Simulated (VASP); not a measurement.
Runs of VASP 6.6.1 on PbS. The structure is that of space group P6_3/mmc (No. 194), or close to it. The cells are those of the table. 

```csv
task,cell,k mesh,cutoff (eV),smearing,k mesh for the DOS,occupations for the DOS,gap on the mesh (eV),pressure (GPa)
single point,"a = 4.122, b = 4.122, c = 7.359 Å, angles 90.0, 90.0, 120.0°, 4 atoms",6 × 6 × 4,520,gaussian 0.1 eV,-,-,0.24,0.0
single point,"a = 4.129, b = 4.129, c = 7.356 Å, angles 90.0, 90.0, 120.0°, 4 atoms",12 × 12 × 6,520,gaussian 0.01 eV,-,-,0.26,-0.1
single point,"a = 3.551, b = 3.551, c = 6.666 Å, angles 90.0, 90.0, 120.0°, 4 atoms",6 × 6 × 4,520,gaussian 0.1 eV,-,-,(b),45.0
relaxation of cell and atoms,"relaxed from a = 3.551, b = 3.551, c = 6.666 Å, angles 90.0, 90.0, 120.0°, 4 atoms",6 × 6 × 4,600,gaussian 0.1 eV,-,-,(a),0.1
```

Alike in all rows: level PBE; potentials or basis VASP PAW PBE potentials, release 64 (Pb_d, S); no spin polarisation.

**Question.** Estimate the missing entries.

**Answer.** (a) 0.23; (b) none.

Caveats: spin-orbit coupling is left out, which moves the levels of the heavy elements.

A k mesh can miss the band edges, and the runs leave out spin-orbit coupling on Pb.
